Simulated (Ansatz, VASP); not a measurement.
# BeS: VASP beside Ansatz

```xyz
2
Lattice="0.0000 2.4377 2.4377 2.4377 0.0000 2.4377 2.4377 2.4377 0.0000" Properties=species:S:1:pos:R:3 pbc="T T T"
Be    0.0000    0.0000    0.0000
S     1.2188    1.2188    1.2188
```

Alike in both runs: functional PBE; k mesh 12 × 12 × 12; occupations fermi-dirac, width 0.05 eV; no spin polarisation.

Ansatz relaxed the structure, and its values are those at the end. VASP's run is a single point on that final structure, the one shown.

```csv
,VASP,Ansatz
version,VASP 6.6.1,Ansatz 0.2.0
potentials or method,"VASP PAW PBE potentials, release 64 (Be, S)","PAW with Ansatz's default frozen-core files, scalar-relativistic"
plane-wave cutoff (eV),520,420
valence electrons in the cell,8,8
```

|  | VASP | Ansatz | Ansatz less VASP |
| --- | --- | --- | --- |
| pressure (GPa) | 0.1 | 0.0 | -0.01 |
